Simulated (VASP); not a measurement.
## W: single point with r2SCAN

W:

```xyz
1
Lattice="0.0000 2.0300 2.1112 2.0300 0.0000 2.1112 2.0300 2.0300 0.0000" Properties=species:S:1:pos:R:3 pbc="T T T"
W     0.0000    0.0000    0.0000
```

This cell differs from its parent crystal: strain +0.0400 x Voigt [0, 0, 1, 0, 0, 0].

```yaml
Program: VASP 6.6.1
Task: single point
Functional: r2SCAN
Potentials_or_basis: VASP PAW PBE potentials, release 64 (W_sv)
Cutoff: 520 eV
k_mesh: 20 × 20 × 20
Occupations: gaussian, width 0.15 eV
Spin: no spin polarisation
```

```yaml
Pressure: -17.6 GPa
Band_gap_on_the_k_mesh: zero (band 7 reaches 12.52 eV, above the bottom of band 8 at 9.15 eV)
```

Stress tensor (GPa, compression positive):
```
-21.54   0.00   0.00
  0.00 -21.54   0.00
  0.00   0.00  -9.82
```

Levels at points of the mesh, in eV from the Fermi level:
```
           k point  band 5  band 6  band 7  band 8  band 9  band 10
(0.00, 0.00, 0.00)   -9.23   -0.97   -0.38   -0.38    2.12     2.94
(0.50, 0.00, 0.00)   -5.64   -1.02   -0.39    0.23    4.66     4.92
(0.50, 0.50, 0.00)   -5.43   -4.46    2.12    4.92    5.40     5.40
(0.50, 0.00, 0.50)   -5.34   -4.48    2.90    4.77    5.14     5.68
```

It took 8.1 min on 1 thread of AMD EPYC 7R43 64-Core Processor (Zen 3), with other jobs on the host, peak memory 0.22 GiB.

Caveat: the cell differs from its parent crystal (strain +0.0400 x Voigt [0, 0, 1, 0, 0, 0]); the PAW data sets were made with another functional, which shifts forces and pressure a little; spin-orbit coupling is left out, which moves the levels of the heavy elements.
